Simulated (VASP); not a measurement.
# Cr (Im-3m) in VASP: single point with PBE

Aim: the single point of Cr with PBE.

Everything below comes from runs of VASP 6.6.1. Logs are shortened: lines on timing, memory, paths and dates and some standing lists are left out, and cuts for length are marked.

**1. The cell of the first run**

It takes space group Im-3m (No. 229, cubic). The conventional cell has a = 2.887 Å, b = 2.887 Å, c = 2.887 Å, α = 90.00°, β = 90.00°, γ = 90.00°. Within 3.3 Å of Cr (site symmetry m-3m) lie 14 Cr at 2.50 to 2.89 Å.

**2. Single point, PBE, collinear spin, antiferromagnetic start**

INCAR

```
SYSTEM = Cr
ALGO = Normal
EDIFF = 1E-6
ENCUT = 500
GGA = PE
GGA_COMPAT = .False.
ISIF = 2
ISMEAR = -1
ISPIN = 2
LASPH = .True.
LCHARG = .False.
LMAXMIX = 4
LORBIT = 11
LREAL = .False.
LWAVE = .False.
MAGMOM = 3 -3
NBANDS = 23
NELM = 200
PREC = Accurate
SIGMA = 0.05
```

KPOINTS

```
k-points
0
Gamma
  4 4 4
  0 0 0
```

POSCAR

```
Cr
1.0
    2.8866063080      0.0000000000      0.0000000000
    0.0000000000      2.8866063080      0.0000000000
    0.0000000000      0.0000000000      2.8866063080
Cr
2
Direct
    0.0000000000      0.0000000000      0.0000000000
    0.5000000000      0.5000000000      0.5000000000
```

Potentials or basis: VASP PAW PBE potentials, release 64 (Cr_pv).

The run is started by

```sh
cat potpaw_PBE.64/Cr_pv/POTCAR > POTCAR
mpirun -np 1 vasp_std > vasp.out
```

OUTCAR:

```text
SYSTEM = Cr
   EDIFF = 1E-6
   ENCUT = 500
   GGA = PE
   ISIF = 2
   ISMEAR = -1
   ISPIN = 2
   LASPH = .True.
   LORBIT = 11
   LREAL = .False.
   NELM = 200
   PREC = Accurate

 ion  position               nearest neighbor table
   1  0.000  0.000  0.000-   2 2.50   2 2.50   2 2.50   2 2.50   2 2.50   2 2.50   2 2.50   2 2.50

   2  0.500  0.500  0.500-   1 2.50   1 2.50   1 2.50   1 2.50   1 2.50   1 2.50   1 2.50   1 2.50

  LATTYP: Found a simple cubic cell.
 ALAT       =     2.8866063080

  Lattice vectors:

 A1 = (   2.8866063080,   0.0000000000,   0.0000000000)
 A2 = (   0.0000000000,   2.8866063080,   0.0000000000)
 A3 = (   0.0000000000,   0.0000000000,   2.8866063080)

Analysis of symmetry for initial positions (statically):
=====================================================================
 Subroutine PRICEL returns following result:

  LATTYP: Found a body centered cubic cell.
 ALAT       =     2.8866063080
[... 12 lines left out ...]
 Subroutine GETGRP returns: Found 48 space group operations
 (whereof 48 operations were pure point group operations)
 out of a pool of 48 trial point group operations.

The static configuration has the point symmetry O_h .

Analysis of symmetry for dynamics (positions and initial velocities):
=====================================================================
 Subroutine PRICEL returns following result:

  LATTYP: Found a body centered cubic cell.
 ALAT       =     2.8866063080
[... 12 lines left out ...]
 Subroutine GETGRP returns: Found 48 space group operations
 (whereof 48 operations were pure point group operations)
 out of a pool of 48 trial point group operations.

The dynamic configuration has the point symmetry O_h .

Analysis of structural, dynamic, and magnetic symmetry:
=====================================================================
 Subroutine PRICEL returns following result:

  LATTYP: Found a body centered cubic cell.
 ALAT       =     2.8866063080
[... 12 lines left out ...]
 Subroutine GETGRP returns: Found 48 space group operations
 (whereof 48 operations were pure point group operations)
 out of a pool of 48 trial point group operations.

The overall configuration has the point symmetry O_h .

 Subroutine INISYM returns: Found 48 space group operations
 (whereof 48 operations are pure point group operations),
 and found     2 'primitive' translations

----------------------------------------------------------------------------------------

                                     Primitive cell

  volume of cell :      12.0263

  direct lattice vectors                    reciprocal lattice vectors
     1.443303154  1.443303154 -1.443303154     0.346427567  0.346427567  0.000000000
    -1.443303154  1.443303154  1.443303154    -0.000000000  0.346427567  0.346427567
     1.443303154 -1.443303154  1.443303154     0.346427567  0.000000000  0.346427567

  length of vectors
     2.499874393  2.499874393  2.499874393     0.489922564  0.489922564  0.489922564

[... 92 lines left out ...]
   LEPSILON=     F    determine dielectric tensor
   LRPA    =     F    only Hartree local field effects (RPA)
 spin polarized calculation
  energy-cutoff  :      500.00
  volume of cell :       24.05
 maximum number of plane-waves:       627
 NGX is ok and might be reduce to    24
   NGX = 11   NGY = 11   NGZ = 11

 number of electron      23.9999982 magnetization       0.0000000

 number of electron      23.9999982 magnetization      -0.0000000

 Free energy of the ion-electron system (eV)
  ---------------------------------------------------
  ext. energy  EPLUGINS =         0.00000000
  ---------------------------------------------------
  free energy    TOTEN  =       -19.10843082 eV

  energy without entropy =      -19.10779088  energy(sigma->0) =      -19.10811085

 E-fermi :  10.4260     XC(G=0): -13.4314

 val. band max:       10.1514092337   @ k =   0.5000   0.0000   0.0000
 cond. band min:      10.6999567811   @ k =   0.2500   0.0000   0.0000
 fundamental gap:      0.5485475474
 Fermi energy:        10.4259743841

 spin component 1

 k-point     1 :       0.0000    0.0000    0.0000
  band No.  band energies     occupation
      1     -32.8670      1.00000
      2     -32.8670      1.00000
      3     -32.8670      1.00000
      4     -32.2855      1.00000
      5     -32.2855      1.00000
      6     -32.2855      1.00000
[... 249 lines left out ...]
     22      20.3416      0.00000
     23      20.3416      0.00000
 Fermi energy:        10.4259743841

 spin component 2

 k-point     1 :       0.0000    0.0000    0.0000
  band No.  band energies     occupation
      1     -32.8670      1.00000
      2     -32.8670      1.00000
      3     -32.8670      1.00000
      4     -32.2855      1.00000
      5     -32.2855      1.00000
      6     -32.2855      1.00000
[... 249 lines left out ...]
     22      20.3416      0.00000
     23      20.3416      0.00000

------------------------ aborting loop because EDIFF is reached ----------------------------------------

  FORCE on cell =-STRESS in cart. coord.  units (eV):
  Direction    XX          YY          ZZ          XY          YZ          ZX
  --------------------------------------------------------------------------------------
  -------------------------------------------------------------------------------------
  Total       -1.7604244     -1.7604244     -1.7604244      0.0000000      0.0000000     -0.0000000
  in kB     -117.2641610   -117.2641610   -117.2641610      0.0000000      0.0000000     -0.0000000
  external PRESSURE =    -117.2641610 kB  Pullay stress =       0.0000000 kB

 VOLUME and BASIS-vectors are now :
 -----------------------------------------------------------------------------
  energy-cutoff  :      500.00
  volume of cell :       24.05
      direct lattice vectors                 reciprocal lattice vectors
     2.886606308  0.000000000  0.000000000     0.346427567  0.000000000  0.000000000
     0.000000000  2.886606308  0.000000000     0.000000000  0.346427567  0.000000000
     0.000000000  0.000000000  2.886606308     0.000000000  0.000000000  0.346427567

 POSITION                                       TOTAL-FORCE (eV/Angst)
 -----------------------------------------------------------------------------------
      0.00000      0.00000      0.00000         0.000000      0.000000     -0.000000
      1.44330      1.44330      1.44330        -0.000000     -0.000000      0.000000
 -----------------------------------------------------------------------------------
    total drift:                                0.000000      0.000000     -0.000000

  FREE ENERGIE OF THE ION-ELECTRON SYSTEM (eV)
  ---------------------------------------------------
  free  energy   TOTEN  =       -19.1084308153 eV

  energy  without entropy=      -19.1077908826  energy(sigma->0) =      -19.10811085

 total charge

# of ion       s       p       d       tot
------------------------------------------
    1        0.422   6.366   4.192  10.981
    2        0.422   6.366   4.192  10.981
--------------------------------------------------
tot          0.845  12.733   8.384  21.962

 magnetization (x)

# of ion       s       p       d       tot
------------------------------------------
    1        0.002   0.002   0.163   0.167
    2       -0.002  -0.002  -0.163  -0.167
--------------------------------------------------
tot          0.000   0.000   0.000   0.000
```

stdout:

```text
POSCAR found type information on POSCAR Cr
 POSCAR found :  1 types and       2 ions
 scaLAPACK will be used
 LDA part: xc-table for (Slater+PW92), standard interpolation
 POSCAR, INCAR and KPOINTS ok, starting setup
 FFT: planning ... GRIDC
 FFT: planning ... GRID_SOFT
 FFT: planning ... GRID
 WAVECAR not read
 entering main loop
```

It took 16 s on 1 thread of Intel Xeon 6975P-C (Granite Rapids), shared host; peak memory 0.14 GiB.

What came out:

* Free energy: -19.1084 eV
* Pressure: -11.7 GPa
* Band gap on the k mesh: zero (filled and empty bands overlap)
* Net moment: 0.00 μB per cell
* Site moments: Cr +0.17, -0.17 μB
* Valence electrons inside the program's atomic spheres: Cr 10.98

Caveat: the k points lie up to 0.54 Å⁻¹ apart.
